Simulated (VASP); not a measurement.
# PrBiC (P4/mmm) in VASP: notebook

Runs on PrBiC. Level: PBE. Tasks: single point, relaxation of cell and atoms.

Everything below comes from runs of VASP 6.6.1. Logs are shortened: lines on timing, memory, paths and dates and some standing lists are left out, and cuts for length are marked.

### Step 1. The cell of the first run

The structure is tetragonal, space group P4/mmm (No. 123). Conventional cell: a = 3.586 Å, b = 3.586 Å, c = 6.648 Å, α = 90.00°, β = 90.00°, γ = 90.00°. Within 3.4 Å of Pr (site symmetry 4/mmm) lie 4 C at 2.54 Å and 2 Bi at 3.32 Å. Within 4.4 Å of Bi (site symmetry 4/mmm) lie 2 Pr at 3.32 Å and 4 Bi at 3.59 Å and 8 C at 4.18 Å. Within 3.3 Å of C (site symmetry 4/mmm) lie 4 Pr at 2.54 Å.

The cell was generated, and may not be a known phase.

### Step 2. Single point, PBE

The input, INCAR:

```
SYSTEM = PrBiC
PREC = Accurate
ENCUT = 600
EDIFF = 1E-6
ISMEAR = 0
SIGMA = 0.1
LREAL = .FALSE.
LASPH = .TRUE.
NELM = 200
ALGO = Normal
ISIF = 2
LWAVE = .FALSE.
LCHARG = .FALSE.
GGA = PE
NBANDS = 22
GGA_COMPAT = .FALSE.
LMAXMIX = 6
```

The input, KPOINTS:

```
Automatic mesh
0
G
  4 4 4
  0 0 0
```

The input, POSCAR:

```
PrBiC
1.0
    3.5863399043      0.0000000000      0.0000000000
    0.0000000000      3.5863399043      0.0000000000
    0.0000000000      0.0000000000      6.6483644728
Pr Bi C
1 1 1
Direct
    0.5000000000      0.5000000000      0.0000000000
    0.5000000000      0.5000000000      0.5000000000
    0.0000000000      0.0000000000      0.0000000000
```

Potentials or basis: VASP PAW PBE potentials, release 64 (Pr_3, Bi_d, C), 4f in core.

Started as:

```sh
> cat potpaw_PBE.64/Pr_3/POTCAR potpaw_PBE.64/Bi_d/POTCAR potpaw_PBE.64/C/POTCAR > POTCAR
> mpirun -np 1 vasp_std > vasp.out
```

OUTCAR:

```text
SYSTEM = PrBiC
   PREC = Accurate
   ENCUT = 600
   EDIFF = 1E-6
   ISMEAR = 0
   LREAL = .FALSE.
   LASPH = .TRUE.
   NELM = 200
   ISIF = 2
   GGA = PE

 ion  position               nearest neighbor table
   1  0.500  0.500  0.000-   3 2.54   3 2.54   3 2.54   3 2.54   2 3.32   2 3.32
   2  0.500  0.500  0.500-   1 3.32   1 3.32
   3  0.000  0.000  0.000-   1 2.54   1 2.54   1 2.54   1 2.54

  LATTYP: Found a simple tetragonal cell.
 ALAT       =     3.5863399043
 C/A-ratio  =     1.8538021075

  Lattice vectors:

 A1 = (   3.5863399043,   0.0000000000,   0.0000000000)
 A2 = (   0.0000000000,   3.5863399043,   0.0000000000)
 A3 = (   0.0000000000,   0.0000000000,   6.6483644728)

Analysis of symmetry for initial positions (statically):
=====================================================================
 Subroutine PRICEL returns:
 Original cell was already a primitive cell.

 Routine SETGRP: Setting up the symmetry group for a
 simple tetragonal supercell.

 Subroutine GETGRP returns: Found 16 space group operations
 (whereof 16 operations were pure point group operations)
 out of a pool of 16 trial point group operations.

The static configuration has the point symmetry D_4h.

Analysis of symmetry for dynamics (positions and initial velocities):
=====================================================================
 Subroutine PRICEL returns:
 Original cell was already a primitive cell.

 Routine SETGRP: Setting up the symmetry group for a
 simple tetragonal supercell.

 Subroutine GETGRP returns: Found 16 space group operations
 (whereof 16 operations were pure point group operations)
 out of a pool of 16 trial point group operations.

The dynamic configuration has the point symmetry D_4h.

 Subroutine INISYM returns: Found 16 space group operations
 (whereof 16 operations are pure point group operations),
 and found     1 'primitive' translations

----------------------------------------------------------------------------------------

                                     Primitive cell

  volume of cell :      85.5102

  direct lattice vectors                    reciprocal lattice vectors
     3.586339904  0.000000000  0.000000000     0.278835812  0.000000000  0.000000000
     0.000000000  3.586339904  0.000000000     0.000000000  0.278835812  0.000000000
     0.000000000  0.000000000  6.648364473     0.000000000  0.000000000  0.150412933

[... 75 lines left out ...]
   LASPH  =      T    aspherical Exc in radial PAW
   ENCUT  =  600.0 eV  44.10 Ry    6.64 a.u.   7.16  7.16 13.28*2*pi/ulx,y,z
   NELM   =    200;   NELMIN=  2; NELMDL= -5     # of ELM steps
   EDIFF  = 0.1E-05   stopping-criterion for ELM
   LREAL  =      F    real-space projection
   EDIFFG = 0.1E-04   stopping-criterion for IOM
   NSW    =      0    number of steps for IOM
   IBRION =     -1    ionic relax: 0-MD 1-quasi-New 2-CG
   NFREE  =      0    steps in history (QN), initial steepest desc. (CG)
   ISIF   =      2    stress and relaxation
   ISYM   =      2    0-nonsym 1-usesym 2-fastsym
   POTIM  = 0.5000    time-step for ionic-motion
   TEBEG  =    0.0;   TEEND  =   0.0 temperature during run
   PSTRESS=    0.0 pullay stress
   NELECT =      30.0000    total number of electrons
   NUPDOWN=      -1.0000    fix difference up-down
   EMIN   =  10.00;   EMAX   =-10.00  energy-range for DOS
   EFERMI =   0.00;   METHOD = LEGACY
   ISMEAR =     0;   SIGMA  =   0.10  broadening in eV -4-tet -1-fermi 0-gaus
   EFERMI_NEDOS =   21; number of points for ismear=-14 and -15
   IALGO  =     38    algorithm
   IMIX   =      4    mixing-type and parameters
     AMIX     =   0.40;   BMIX     =  1.00
     AMIX_MAG =   1.60;   BMIX_MAG =  1.00
  volume/ion in A,a.u.               =      28.50       192.35
  Fermi-wavevector in a.u.,A,eV,Ry     =   1.154630  2.181934 18.138872  1.333169
  Thomas-Fermi vector in A             =   2.291265
   LORBIT       =      0    0 simple, 1 ext, 2 COOP (PROOUT), +10 PAW based schemes
   GGA     = PE    functional components
   LHFCALC =     F    Hartree Fock is set to
   AEXX    =    0.0000 exact exchange contribution
   IVDW    =     0    specifies the selected vdW correction
   LEPSILON=     F    determine dielectric tensor
   LRPA    =     F    only Hartree local field effects (RPA)
 non-spin polarized calculation
 Gauss-broadening in eV      SIGMA  =   0.10
  energy-cutoff  :      600.00
  volume of cell :       85.51
 maximum number of plane-waves:      2892
 NGX is ok and might be reduce to    30

 number of electron      30.0000003 magnetization

 Free energy of the ion-electron system (eV)
  ---------------------------------------------------
  ext. energy  EPLUGINS =         0.00000000
  ---------------------------------------------------
  free energy    TOTEN  =       -15.40334863 eV

  energy without entropy =      -15.39819989  energy(sigma->0) =      -15.40077426

 E-fermi :   3.4394     XC(G=0):  -9.3614

 val. band max:        3.4267173614   @ k =   0.5000   0.2500   0.5000
 cond. band min:       3.6212724607   @ k =   0.5000   0.5000   0.2500
 fundamental gap:      0.1945550992
 Fermi energy:         3.4394423816

 k-point     1 :       0.0000    0.0000    0.0000
  band No.  band energies     occupation
      1     -31.6282      2.00000
      2     -19.0241      2.00000
      3     -18.9062      2.00000
      4     -18.8941      2.00000
      5     -18.8432      2.00000
      6     -18.8432      2.00000
[... 439 lines left out ...]
     21       9.9749      0.00000
     22       9.9749      0.00000

------------------------ aborting loop because EDIFF is reached ----------------------------------------

  FORCE on cell =-STRESS in cart. coord.  units (eV):
  Direction    XX          YY          ZZ          XY          YZ          ZX
  --------------------------------------------------------------------------------------
  -------------------------------------------------------------------------------------
  Total       -0.0620309     -0.0620309     -0.0137945      0.0000000      0.0000000     -0.0000000
  in kB       -1.1622541     -1.1622541     -0.2584631      0.0000000      0.0000000     -0.0000000
  external PRESSURE =      -0.8609904 kB  Pullay stress =       0.0000000 kB

 VOLUME and BASIS-vectors are now :
 -----------------------------------------------------------------------------
  energy-cutoff  :      600.00
  volume of cell :       85.51
      direct lattice vectors                 reciprocal lattice vectors
     3.586339904  0.000000000  0.000000000     0.278835812  0.000000000  0.000000000
     0.000000000  3.586339904  0.000000000     0.000000000  0.278835812  0.000000000
     0.000000000  0.000000000  6.648364473     0.000000000  0.000000000  0.150412933

 POSITION                                       TOTAL-FORCE (eV/Angst)
 -----------------------------------------------------------------------------------
      1.79317      1.79317      0.00000         0.000000      0.000000      0.000000
      1.79317      1.79317      3.32418         0.000000      0.000000      0.000000
      0.00000      0.00000      0.00000         0.000000      0.000000      0.000000
 -----------------------------------------------------------------------------------
    total drift:                                0.000000      0.000000      0.000000

  FREE ENERGIE OF THE ION-ELECTRON SYSTEM (eV)
  ---------------------------------------------------
  free  energy   TOTEN  =       -15.4033486274 eV

  energy  without entropy=      -15.3981998928  energy(sigma->0) =      -15.40077426
```

OSZICAR:

```text
N       E                     dE             d eps       ncg     rms          rms(c)
DAV:   1     0.287254445509E+03    0.28725E+03   -0.16002E+04   792   0.156E+03
DAV:   2     0.562164808653E+01   -0.28163E+03   -0.26972E+03   840   0.400E+02
DAV:   3    -0.195057522961E+02   -0.25127E+02   -0.24355E+02  1214   0.118E+02
DAV:   4    -0.211168488431E+02   -0.16111E+01   -0.16047E+01  1200   0.221E+01
DAV:   5    -0.211748220814E+02   -0.57973E-01   -0.57961E-01  1146   0.362E+00    0.121E+01
DAV:   6    -0.185863495103E+02    0.25885E+01   -0.68649E+01   982   0.213E+01    0.928E+00
DAV:   7    -0.154691454368E+02    0.31172E+01   -0.77167E+00   902   0.945E+00    0.337E+00
DAV:   8    -0.154135040737E+02    0.55641E-01   -0.68089E-01  1048   0.344E+00    0.194E+00
DAV:   9    -0.154125257534E+02    0.97832E-03   -0.15410E-01  1000   0.173E+00    0.511E-01
DAV:  10    -0.154038264830E+02    0.86993E-02   -0.23882E-02   970   0.855E-01    0.181E-01
DAV:  11    -0.154033350543E+02    0.49143E-03   -0.50872E-03  1234   0.301E-01    0.961E-02
DAV:  12    -0.154033294947E+02    0.55596E-05   -0.33360E-04   974   0.113E-01    0.523E-02
DAV:  13    -0.154033483918E+02   -0.18897E-04   -0.76337E-05  1112   0.662E-02    0.740E-03
DAV:  14    -0.154033486274E+02   -0.23559E-06   -0.49935E-06   986   0.138E-02
   1 F= -.15403349E+02 E0= -.15400774E+02  d E =-.514873E-02
```

Wall time 45 s (1 thread of Intel Xeon Platinum 8259CL at 2.50GHz (Skylake/Cascade Lake), shared host); peak memory 0.23 GiB.

Results:

| Property | Result |
| --- | --- |
| Free energy | -15.4033 eV |
| Pressure | -0.1 GPa |
| Band gap on the k mesh | zero (bands 15 and 16 overlap by 2.04 eV) |

Levels at points of the mesh, in eV from the Fermi level:
```
           k point  band 13  band 14  band 15  band 16  band 17  band 18
(0.00, 0.00, 0.00)     0.71     1.11     1.16     1.16     2.78     3.03
(0.50, 0.00, 0.00)    -2.54    -1.62    -1.55    -0.12     3.68     4.09
(0.50, 0.50, 0.00)    -1.55     0.32     1.01     1.01     1.15     1.58
(0.00, 0.00, 0.50)    -0.15     0.71     1.18     1.18     2.52     2.52
(0.50, 0.00, 0.50)    -2.63    -1.62    -1.37    -0.42     3.51     4.49
(0.50, 0.50, 0.50)    -1.77    -0.47     0.22     0.87     0.87     2.66
```

Caveat: the k points lie up to 0.44 Å⁻¹ apart, too coarse for converged energies and pressures of a metal; spin-orbit coupling is left out, which moves the levels of the heavy elements; the 4f electrons are frozen in the core, so they carry no moment and show no levels. Spin polarisation is off, so any magnetic state and its effect on volume and gap are missing.

### Step 3. Single point, PBE

This run uses another cell than the first one, of 30.13 Å³/atom.

The input, INCAR:

```
  PREC = Accurate
  ENCUT = 600
  EDIFF = 1E-6
  ISMEAR = 0
  SIGMA = 0.1
  LREAL = False
  LASPH = True
  NELM = 200
  ALGO = Normal
  ISIF = 2
  LWAVE = False
  LCHARG = False
  GGA = PE
  NBANDS = 22
  GGA_COMPAT = False
  LMAXMIX = 6
```

The input, KPOINTS:

```
regular mesh
0
Gamma
  4 4 4
```

The input, POSCAR:

```
PrBiC
1.0
    3.7921047000      0.0000000000      0.0000000000
    0.0000000000      3.7921047000      0.0000000000
    0.0000000000      0.0000000000      6.2864348700
Pr Bi C
1 1 1
Direct
    0.5000000000      0.5000000000      0.0000000000
    0.5000000000      0.5000000000      0.5000000000
    0.0000000000      0.0000000000      0.0000000000
```

Potentials or basis: VASP PAW PBE potentials, release 64 (Pr_3, Bi_d, C), 4f in core.

Started as:

```sh
> cat potpaw_PBE.64/Pr_3/POTCAR potpaw_PBE.64/Bi_d/POTCAR potpaw_PBE.64/C/POTCAR > POTCAR
> mpirun -np 1 vasp_std > vasp.out
```

Wall time 44 s (1 thread of Intel Xeon Platinum 8259CL at 2.50GHz (Skylake/Cascade Lake), shared host); peak memory 0.23 GiB.

The run converged. Its results:

- Free energy: -15.1056 eV
- Pressure: -3.2 GPa
- Band gap on the k mesh: zero (bands 15 and 16 overlap by 1.32 eV)

Stress tensor (GPa, compression positive):
```
-6.79  0.00  0.00
 0.00 -6.79  0.00
 0.00  0.00  4.08
```

Levels at points of the mesh, in eV from the Fermi level:
| k point | band 13 | band 14 | band 15 | band 16 | band 17 | band 18 |
| --- | --- | --- | --- | --- | --- | --- |
| (0.00, 0.00, 0.00) | 0.78 | 0.78 | 0.90 | 1.27 | 2.34 | 2.34 |
| (0.50, 0.00, 0.00) | -2.27 | -1.33 | -1.25 | 0.01 | 3.04 | 4.06 |
| (0.50, 0.50, 0.00) | -1.50 | 0.28 | 0.55 | 0.55 | 0.98 | 1.51 |
| (0.00, 0.00, 0.50) | -0.13 | 0.83 | 0.83 | 0.92 | 1.60 | 1.60 |
| (0.50, 0.00, 0.50) | -2.50 | -1.59 | -1.33 | 0.26 | 2.31 | 4.74 |
| (0.50, 0.50, 0.50) | -1.79 | -1.15 | 0.13 | 0.27 | 0.27 | 3.08 |

Caveat: the k points lie up to 0.41 Å⁻¹ apart, too coarse for converged energies and pressures of a metal; spin-orbit coupling is left out, which moves the levels of the heavy elements; the 4f electrons are frozen in the core, so they carry no moment and show no levels. Spin polarisation is off, so any magnetic state and its effect on volume and gap are missing.

### Step 4. Single point, PBE

This run uses another cell than the first one, of the same volume but with other edges.

The input, INCAR:

```
SYSTEM = PrBiC
  PREC = Accurate
  ENCUT = 600
  EDIFF = 1E-6
  ISMEAR = 0
  SIGMA = 0.1
  LREAL = .FALSE.
  LASPH = .TRUE.
  NELM = 200
  ALGO = Normal
  ISIF = 2
  LWAVE = .FALSE.
  LCHARG = .FALSE.
  GGA = PE
  NBANDS = 22
  GGA_COMPAT = .FALSE.
  LMAXMIX = 6
```

The input, KPOINTS:

```
regular mesh
0
G
  6 6 4
  0 0 0
```

The input, POSCAR:

```
PrBiC
1.0
    3.5193686343      0.0000000000      0.0000000000
    0.0000000000      3.5193686343      0.0000000000
    0.0000000000      0.0000000000      6.8905492870
Pr Bi C
1 1 1
Direct
    0.5000000000      0.5000000000      0.0000000000
    0.5000000000      0.5000000000      0.5000000000
    0.0000000000      0.0000000000      0.0000000000
```

Potentials or basis: VASP PAW PBE potentials, release 64 (Pr_3, Bi_d, C), 4f in core.

Started as:

```sh
> cat potpaw_PBE.64/Pr_3/POTCAR potpaw_PBE.64/Bi_d/POTCAR potpaw_PBE.64/C/POTCAR > POTCAR
> mpirun -np 1 vasp_std > vasp.out
```

OUTCAR:

```text
SYSTEM = PrBiC
   PREC = Accurate
   ENCUT = 600
   EDIFF = 1E-6
   ISMEAR = 0
   LREAL = .FALSE.
   LASPH = .TRUE.
   NELM = 200
   ISIF = 2
   GGA = PE

 ion  position               nearest neighbor table
   1  0.500  0.500  0.000-   3 2.49   3 2.49   3 2.49   3 2.49   2 3.45   2 3.45
   2  0.500  0.500  0.500-   1 3.45   1 3.45
   3  0.000  0.000  0.000-   1 2.49   1 2.49   1 2.49   1 2.49

  LATTYP: Found a simple tetragonal cell.
 ALAT       =     3.5193686343
 C/A-ratio  =     1.9578935892

  Lattice vectors:

 A1 = (   3.5193686343,   0.0000000000,   0.0000000000)
 A2 = (   0.0000000000,   3.5193686343,   0.0000000000)
 A3 = (   0.0000000000,   0.0000000000,   6.8905492870)

Analysis of symmetry for initial positions (statically):
=====================================================================
 Subroutine PRICEL returns:
 Original cell was already a primitive cell.

 Routine SETGRP: Setting up the symmetry group for a
 simple tetragonal supercell.

 Subroutine GETGRP returns: Found 16 space group operations
 (whereof 16 operations were pure point group operations)
 out of a pool of 16 trial point group operations.

The static configuration has the point symmetry D_4h.

Analysis of symmetry for dynamics (positions and initial velocities):
=====================================================================
 Subroutine PRICEL returns:
 Original cell was already a primitive cell.

 Routine SETGRP: Setting up the symmetry group for a
 simple tetragonal supercell.

 Subroutine GETGRP returns: Found 16 space group operations
 (whereof 16 operations were pure point group operations)
 out of a pool of 16 trial point group operations.

The dynamic configuration has the point symmetry D_4h.

[... 112 lines left out ...]
   NUPDOWN=      -1.0000    fix difference up-down
   EMIN   =  10.00;   EMAX   =-10.00  energy-range for DOS
   EFERMI =   0.00;   METHOD = LEGACY
   ISMEAR =     0;   SIGMA  =   0.10  broadening in eV -4-tet -1-fermi 0-gaus
   EFERMI_NEDOS =   21; number of points for ismear=-14 and -15
   IALGO  =     38    algorithm
   IMIX   =      4    mixing-type and parameters
     AMIX     =   0.40;   BMIX     =  1.00
     AMIX_MAG =   1.60;   BMIX_MAG =  1.00
  volume/ion in A,a.u.               =      28.45       191.98
  Fermi-wavevector in a.u.,A,eV,Ry     =   1.155369  2.183331 18.162118  1.334878
  Thomas-Fermi vector in A             =   2.291998
   LORBIT       =      0    0 simple, 1 ext, 2 COOP (PROOUT), +10 PAW based schemes
   GGA     = PE    functional components
   LHFCALC =     F    Hartree Fock is set to
   AEXX    =    0.0000 exact exchange contribution
   IVDW    =     0    specifies the selected vdW correction
   LEPSILON=     F    determine dielectric tensor
   LRPA    =     F    only Hartree local field effects (RPA)
 non-spin polarized calculation
 Gauss-broadening in eV      SIGMA  =   0.10
  energy-cutoff  :      600.00
  volume of cell :       85.35
 maximum number of plane-waves:      2872
   NGX = 15   NGY = 15   NGZ = 27

 number of electron      30.0000004 magnetization

 Free energy of the ion-electron system (eV)
  ---------------------------------------------------
  ext. energy  EPLUGINS =         0.00000000
  ---------------------------------------------------
  free energy    TOTEN  =       -15.57545806 eV

  energy without entropy =      -15.56000570  energy(sigma->0) =      -15.56773188

 E-fermi :   3.4139     XC(G=0):  -9.3500

 val. band max:        3.3849130694   @ k =   0.5000   0.3333   0.5000
 cond. band min:       3.4318846051   @ k =   0.3333   0.0000   0.0000
 fundamental gap:      0.0469715357
 Fermi energy:         3.4139293546

 k-point     1 :       0.0000    0.0000    0.0000
  band No.  band energies     occupation
      1     -31.7064      2.00000
      2     -18.9947      2.00000
      3     -18.8747      2.00000
      4     -18.8549      2.00000
      5     -18.8150      2.00000
      6     -18.8150      2.00000
[... 589 lines left out ...]
     21       9.7291      0.00000
     22      10.1836      0.00000

 [... further k-points ...]

------------------------ aborting loop because EDIFF is reached ----------------------------------------

  FORCE on cell =-STRESS in cart. coord.  units (eV):
  Direction    XX          YY          ZZ          XY          YZ          ZX
  --------------------------------------------------------------------------------------
  -------------------------------------------------------------------------------------
  Total       -0.2179327     -0.2179327     -0.0210786      0.0000000     -0.0000000      0.0000000
  in kB       -4.0911906     -4.0911906     -0.3957025      0.0000000     -0.0000000      0.0000000
  external PRESSURE =      -2.8593613 kB  Pullay stress =       0.0000000 kB

 VOLUME and BASIS-vectors are now :
 -----------------------------------------------------------------------------
  energy-cutoff  :      600.00
  volume of cell :       85.35
      direct lattice vectors                 reciprocal lattice vectors
     3.519368634  0.000000000  0.000000000     0.284141874  0.000000000  0.000000000
     0.000000000  3.519368634  0.000000000     0.000000000  0.284141874  0.000000000
     0.000000000  0.000000000  6.890549287     0.000000000  0.000000000  0.145126311

 POSITION                                       TOTAL-FORCE (eV/Angst)
 -----------------------------------------------------------------------------------
      1.75968      1.75968      0.00000         0.000000      0.000000      0.000000
      1.75968      1.75968      3.44527         0.000000      0.000000      0.000000
      0.00000      0.00000      0.00000         0.000000      0.000000      0.000000
 -----------------------------------------------------------------------------------
    total drift:                                0.000000      0.000000      0.000000

  FREE ENERGIE OF THE ION-ELECTRON SYSTEM (eV)
  ---------------------------------------------------
  free  energy   TOTEN  =       -15.5754580632 eV

  energy  without entropy=      -15.5600057049  energy(sigma->0) =      -15.56773188
```

It took 58 s on 1 thread of Intel Xeon Platinum 8259CL at 2.50GHz (Skylake/Cascade Lake), shared host; peak memory 0.25 GiB.

What came out:

```yaml
Free_energy: -15.5755 eV
Pressure: -0.3 GPa
Band_gap_on_the_k_mesh: zero (bands 15 and 16 overlap by 1.94 eV)
```

Caveat: spin-orbit coupling is left out, which moves the levels of the heavy elements; the 4f electrons are frozen in the core, so they carry no moment and show no levels. Spin polarisation is off, so any magnetic state and its effect on volume and gap are missing.

(Part 1 of 2 ends here.)

The gap in the log of VASP goes by the Fermi energy; the results here count the filled bands.